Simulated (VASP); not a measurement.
# GaW2 (I4/mmm) in VASP: notebook, part 2 of 2

VASP 6.6.1. The steps go on from the part before.

### 4 Relaxation of cell and atoms, PBE

This run uses another cell than the first one, of 15.95 Å³/atom.

File INCAR:

```
SYSTEM = GaW2
ALGO = Normal ; EDIFF = 1E-7
EDIFFG = -0.04 ; ENCUT = 600
GGA = PE ; IBRION = 2
ISIF = 3 ; ISMEAR = 0
LASPH = .True. ; LCHARG = .False.
LREAL = .False. ; LWAVE = .False.
NELM = 60 ; NSW = 90
PREC = Accurate ; SIGMA = 0.1
```

File KPOINTS:

```
k-points
0
Gamma
  8 8 8
  0 0 0
```

File POSCAR:

```
GaW2
1.0
   -1.6956902769      1.6956902769      4.1597402104
    1.6956902769     -1.6956902769      4.1597402104
    1.6956902769      1.6956902769     -4.1597402104
Ga W
1 2
Direct
    0.0000000000      0.0000000000      0.0000000000
    0.6650000000      0.6650000000      0.0000000000
    0.3350000000      0.3350000000      0.0000000000
```

Potentials or basis: VASP PAW PBE potentials, release 64 (Ga_d, W_sv).

Run with:

```
> cat potpaw_PBE.64/Ga_d/POTCAR potpaw_PBE.64/W_sv/POTCAR > POTCAR
> mpirun -np 1 vasp_std > vasp.out
```

OUTCAR:

```text
SYSTEM = GaW2
   EDIFF = 1E-7
   EDIFFG = -0.04
   ENCUT = 600
   GGA = PE
   IBRION = 2
   ISIF = 3
   ISMEAR = 0
   LASPH = .True.
   LREAL = .False.
   NELM = 60
   NSW = 90
   PREC = Accurate

 ion  position               nearest neighbor table
   1  0.000  0.000  0.000-   2 2.76   3 2.76   2 2.76   3 2.76   2 2.76   3 2.76   3 2.76   2 2.76
                             2 2.79   3 2.79
   2  0.665  0.665  0.000-   3 2.75   1 2.76   1 2.76   1 2.76   1 2.76   3 2.78   3 2.78   3 2.78
                             3 2.78   1 2.79
   3  0.335  0.335  0.000-   2 2.75   1 2.76   1 2.76   1 2.76   1 2.76   2 2.78   2 2.78   2 2.78
                             2 2.78   1 2.79

  LATTYP: Found a body centered tetragonal cell.
 ALAT       =     3.3913805538
 C/A-ratio  =     2.4531249999

  Lattice vectors:

 A1 = (  -1.6956902769,   1.6956902769,   4.1597402104)
 A2 = (   1.6956902769,  -1.6956902769,   4.1597402104)
 A3 = (   1.6956902769,   1.6956902769,  -4.1597402104)

Analysis of symmetry for initial positions (statically):
=====================================================================
 Subroutine PRICEL returns:
 Original cell was already a primitive cell.

 Routine SETGRP: Setting up the symmetry group for a
 body centered tetragonal supercell.

 Subroutine GETGRP returns: Found 16 space group operations
[... 175 lines left out ...]
  --------------------------------------------------------------------------------------
  -------------------------------------------------------------------------------------
  Total       -1.9605159     -1.9605159      1.7920587      0.0000000     -0.0000000      0.0000000
  in kB      -65.6540743    -65.6540743     60.0127541      0.0000000     -0.0000000      0.0000000
  external PRESSURE =     -23.7651315 kB  Pullay stress =       0.0000000 kB
[... 98 lines left out ...]
--------------------------------------- Ionic step        4  -------------------------------------------

 number of electron      41.0000000 magnetization

 E-fermi :   9.6004     XC(G=0): -12.9337

 val. band max:        9.5930702801   @ k =   0.1250   0.0000   0.0000
 cond. band min:       9.6410651062   @ k =   0.1250   0.1250   0.1250
 fundamental gap:      0.0479948261
 Fermi energy:         9.6004224474

 k-point     1 :       0.0000    0.0000    0.0000
  band No.  band energies     occupation
      1     -64.4129      2.00000
      2     -64.2725      2.00000
      3     -28.8114      2.00000
      4     -28.8114      2.00000
      5     -28.7521      2.00000
      6     -28.2871      2.00000
[... 749 lines left out ...]
--------------------------------------- Ionic step        7  -------------------------------------------

 number of electron      40.9999999 magnetization

 Free energy of the ion-electron system (eV)
  ---------------------------------------------------
  ext. energy  EPLUGINS =         0.00000000
  ---------------------------------------------------
  free energy    TOTEN  =       -28.34995389 eV

  energy without entropy =      -28.33626922  energy(sigma->0) =      -28.34311155

 E-fermi :  10.0383     XC(G=0): -13.1046

 val. band max:        9.9920774974   @ k =   0.0000   0.0000   0.0000
 cond. band min:      10.0418406387   @ k =   0.1250   0.0000   0.0000
 fundamental gap:      0.0497631413
 Fermi energy:        10.0382781608

 k-point     1 :       0.0000    0.0000    0.0000
  band No.  band energies     occupation
      1     -63.9850      2.00000
      2     -63.8315      2.00000
      3     -28.4158      2.00000
      4     -28.4158      2.00000
      5     -28.3516      2.00000
      6     -27.8294      2.00000
[... 669 lines left out ...]
  FREE ENERGIE OF THE ION-ELECTRON SYSTEM (eV)
  ---------------------------------------------------
  free  energy   TOTEN  =       -28.3499538855 eV

  energy  without entropy=      -28.3362692171  energy(sigma->0) =      -28.34311155

 reached required accuracy - stopping structural energy minimisation
```

OSZICAR:

```text
N       E                     dE             d eps       ncg     rms          rms(c)
DAV:   1     0.420410605525E+03    0.42041E+03   -0.26020E+04  3176   0.285E+03
DAV:   2    -0.286501703008E+01   -0.42328E+03   -0.42019E+03  3040   0.645E+02
[... 69 lines left out ...]
DAV:   1    -0.283431705950E+02    0.51574E-02   -0.44745E-01  2984   0.101E+01    0.201E-01
DAV:   2    -0.283501473052E+02   -0.69767E-02   -0.78987E-02  3040   0.211E+00    0.120E-01
DAV:   3    -0.283500440614E+02    0.10324E-03   -0.16375E-03  3680   0.331E-01    0.830E-02
DAV:   4    -0.283499603786E+02    0.83683E-04   -0.72322E-04  3064   0.197E-01    0.215E-02
DAV:   5    -0.283499536501E+02    0.67285E-05   -0.86035E-05  3320   0.794E-02    0.633E-03
DAV:   6    -0.283499539177E+02   -0.26766E-06   -0.38687E-06  3824   0.185E-02    0.226E-03
DAV:   7    -0.283499538855E+02    0.32258E-07   -0.53096E-07  2816   0.658E-03
   7 F= -.28349954E+02 E0= -.28343112E+02  d E =-.162588E-02
```

CONTCAR:

```text
GaW2
   1.00000000000000
    -1.6488500971784337    1.6488500971784337    4.3523037760163552
     1.6488500971784337   -1.6488500971784337    4.3523037760163552
     1.6488500971784337    1.6488500971784337   -4.3523037760163552
  Ga              W
     1     2
Direct
     1.0000000000000000    1.0000000000000000    0.0000000000000000
     0.6724685610452931    0.6724685610452931    0.0000000000000000
     0.3275314389547068    0.3275314389547068    0.0000000000000000

  0.00000000E+00  0.00000000E+00  0.00000000E+00
  0.00000000E+00  0.00000000E+00  0.00000000E+00
  0.00000000E+00  0.00000000E+00  0.00000000E+00
```

Run time: 3.9 min. Hardware: 1 thread of Intel Xeon 6975P-C (Granite Rapids), shared host; peak memory 0.29 GiB.

What came out:

```yaml
Free_energy: -28.3500 eV
Relaxed_volume: 15.78 Å³/atom
Relaxed_cell: a = 4.938 Å, b = 4.938 Å, c = 4.938 Å, α = 140.98°, β = 140.98°, γ = 56.36°
Space_group_after_relaxing_to_0.1_Å: I4/mmm (No. 139)
Energy_gained_by_relaxing: 52.1 meV/atom
Ionic_steps: 7
Pressure_after_relaxing: 0.1 GPa
Largest_force_after_relaxing: 0.012 eV/Å
Band_gap_on_the_k_mesh: zero (an odd number of electrons rules out a gap without spin polarisation)
```

Forces on the atoms (eV/Å):
```
Ga   0.000  0.000  0.000
W    0.000  0.000  0.012
W    0.000  0.000 -0.012
```

The path:
```csv
step,energy change (eV),largest force (eV/Å),pressure (GPa),volume (Å³)
1,0.0000,0.9035,-2.38,47.84
2,-0.1308,0.1514,5.54,46.17
3,-0.1313,0.1991,5.07,46.24
4,-0.1180,0.1377,-6.21,48.80
5,-0.1546,0.1613,-0.30,47.34
6,-0.1546,0.1607,-0.19,47.32
7,-0.1562,0.0120,0.14,47.33
```

Final structure:
```yaml
crystal:
  lattice:
    - [-1.64885, 1.64885, 4.35230]
    - [1.64885, -1.64885, 4.35230]
    - [1.64885, 1.64885, -4.35230]
  atoms:
    - { symbol: Ga, position: [0.00000, 0.00000, 0.00000] }
    - { symbol: W, position: [0.67247, 0.67247, 0.00000] }
    - { symbol: W, position: [0.32753, 0.32753, 0.00000] }
```

Caveat: spin-orbit coupling is left out, which moves the levels of the heavy elements.

### 5 Summary

```tsv
task	cell	cutoff (eV)	gap on the mesh (eV)	pressure (GPa)	largest force (eV/Å)
single point	a = 4.932 Å, angles 140.9, 140.9, 56.4°, 3 atoms, atomic positions A	520	none	0.5	-
single point	a = 4.801 Å, angles 138.6, 138.6, 59.9°, 3 atoms, atomic positions B	520	none	-2.4	0.90
relaxation of cell and atoms	relaxed from a = 4.801 Å, angles 138.6, 138.6, 59.9°, 3 atoms, atomic positions B	600	none	0.1	0.01
```

Alike in all rows: level PBE; potentials or basis VASP PAW PBE potentials, release 64 (Ga_d, W_sv); no spin polarisation; k mesh 8 × 8 × 8; smearing gaussian 0.1 eV.

Caveats: spin-orbit coupling is left out, which moves the levels of the heavy elements; the stress differs along the axes, from -7 to 6 GPa (at least some runs).

Total energies depend on the potentials used, so only differences within one code and one set of settings carry meaning.

The gap in the log of VASP goes by the Fermi energy; the results here count the filled bands.